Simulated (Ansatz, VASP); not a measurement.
# Two plane-wave programs on TaRu

The input INCAR:

```
SYSTEM = TaRu
ALGO     = Fast           ! electronic algorithm
EDIFF    = 1E-7           ! SCF threshold, eV
ENCUT    = 520            ! plane-wave cutoff, eV
GGA      = CA             ! functional
ISIF     = 2              ! what is computed and relaxed
ISMEAR   = 0              ! smearing method
LASPH    = .True.         ! aspherical terms in the spheres
LCHARG   = .True.         ! write CHGCAR
LELF     = .True.         ! ELF
LREAL    = .False.        ! projectors in reciprocal space
LVHAR    = .True.       
LWAVE    = .False.        ! write WAVECAR
NBANDS   = 20             ! bands
NELM     = 100            ! most SCF steps
PREC     = Accurate       ! precision mode
SIGMA    = 0.15           ! smearing width, eV
```

The input KPOINTS:

```
k-points
0
Gamma
  18 18 12
  0 0 0
```

POSCAR

```
TaRu
1.0
    1.6541220000     -2.3416130000      0.0000000000
    1.6541220000      2.3416130000      0.0000000000
    0.0000000000      0.0000000000      4.1624230000
Ta Ru
1 1
Direct
    0.5000000000      0.5000000000      0.5000000000
    0.0000000000      0.0000000000      0.0000000000
```

Input for Ansatz:

```yaml
crystal:
  lattice:
    - [1.654122, -2.341613, 0.0]
    - [1.654122, 2.341613, 0.0]
    - [0.0, 0.0, 4.162423]
  atoms:
    - { symbol: Ta, position: [0.5, 0.5, 0.5] }
    - { symbol: Ru, position: [0.0, 0.0, 0.0] }
basis:
  ecutwfc: 420
kpoints:
  mp_grid: { grid: [18, 18, 12] }
hamiltonian:
  xc: lda
scf:
  occupations: { method: gaussian, width: 0.15 }
output:
  forces: true
  stress: true
  eigenvalues: true
```

Alike in both runs: task single point; functional LDA; k mesh 18 × 18 × 12; occupations gaussian, width 0.15 eV; no spin polarisation.

|  | VASP | Ansatz |
| --- | --- | --- |
| version | VASP 6.6.1 | Ansatz 0.2.0 |
| potentials or method | VASP PAW LDA potentials, release 64 (Ta_pv, Ru_pv), cutoff 520 eV | scalar-relativistic, plane waves, PAW |
| valence electrons in the cell | 25 | 29 |

```tsv
	VASP	Ansatz	Ansatz less VASP
gap on the k mesh at the Fermi level (eV)	none	none	-
pressure (GPa)	-13.1	-13.9	-0.82
traceless stress, the component that is largest in VASP (GPa)	1.23	1.23	-0.007
```

LDA's correlation is that of Perdew and Zunger in VASP and of Perdew and Wang (1992) in Ansatz. A gap of «none» marks a metal or a gap that the smearing closes. VASP's potentials hold 25 valence electrons a cell and Ansatz's 29, so a difference there can come from the potentials and not from the codes.

Neither program's run includes spin-orbit coupling.
